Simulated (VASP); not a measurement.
Y:

```
CELL_PARAMETERS angstrom
3.65000 0.00000 0.00000
-1.82500 3.16099 0.00000
0.00000 0.00000 5.73415
ATOMIC_POSITIONS crystal
Y 0.33333 0.66667 0.75000
Y 0.66667 0.33333 0.25000
```

- Program: VASP 6.6.1
- Task: relaxation of cell and atoms
- Functional: LDA
- Potentials or basis: VASP PAW LDA potentials, release 64 (Y_sv)
- Cutoff: 600 eV
- k mesh: 14 × 14 × 8
- Occupations: gaussian, width 0.05 eV
- Spin: no spin polarisation

At the start: pressure -4.0 GPa; volume 33.08 Å³/atom.

Task: Where does the relaxation end?

Result: Over 7 steps the energy falls by 44.5 meV/atom and the volume is 29.80 Å³/atom (-9.9 %); space group P6_3/mmc (No. 194, to 0.05 Å).

Step by step:
```csv
step,energy change (eV),largest force (eV/Å),pressure (GPa),volume (Å³)
1,0.0000,0.0000,-4.00,66.16
2,-0.0861,0.0000,0.88,58.57
3,-0.0889,0.0000,0.03,59.62
4,-0.0888,0.0000,-0.08,59.74
5,-0.0890,0.0000,-0.09,59.76
6,-0.0890,0.0000,-0.09,59.77
7,-0.0890,0.0000,0.03,59.61
```

Final structure:
```
Y
1.0
     3.54014    0.00000    0.00000
    -1.77007    3.06585    0.00000
     0.00000    0.00000    5.49185
Y
2
Cartesian
  0.0000 2.0439 4.1189
  1.7701 1.0219 1.3730
```
